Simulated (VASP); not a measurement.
Here is a VASP 6.6.1 calculation.

File INCAR:

```
PREC = Accurate
ENCUT = 600
EDIFF = 1E-7
ISMEAR = 0
SIGMA = 0.1
LREAL = F
LASPH = T
NELM = 100
ALGO = Normal
ISIF = 4
LWAVE = F
LCHARG = F
GGA = PE
IVDW = 12
IBRION = 2
NSW = 50
EDIFFG = -0.01
```

The input KPOINTS:

```
Automatic mesh
0
Gamma
  12 12 12
```

Contents of POSCAR:

```
Sb
1.0
    2.1970409801      1.2684622013      3.7756607593
   -2.1970409801      1.2684622013      3.7756607593
    0.0000000000     -2.5369244025      3.7756607593
Sb
2
Direct
    0.2347477167      0.2347477167      0.2347477167
    0.7652522833      0.7652522833      0.7652522833
```

Potentials or basis: VASP PAW PBE potentials, release 64 (Sb).

Launch:

```sh
$ cat potpaw_PBE.64/Sb/POTCAR > POTCAR
$ mpirun -np 1 vasp_std > vasp.out
```

(1) What does it give for the band gap on the k mesh?

(2) Predict the dispersion energy per atom.

Answers

(1) zero (bands 5 and 6 overlap by 0.19 eV).

(2) -0.451 eV.

Caveat: spin-orbit coupling is left out, which moves the levels of the heavy elements.
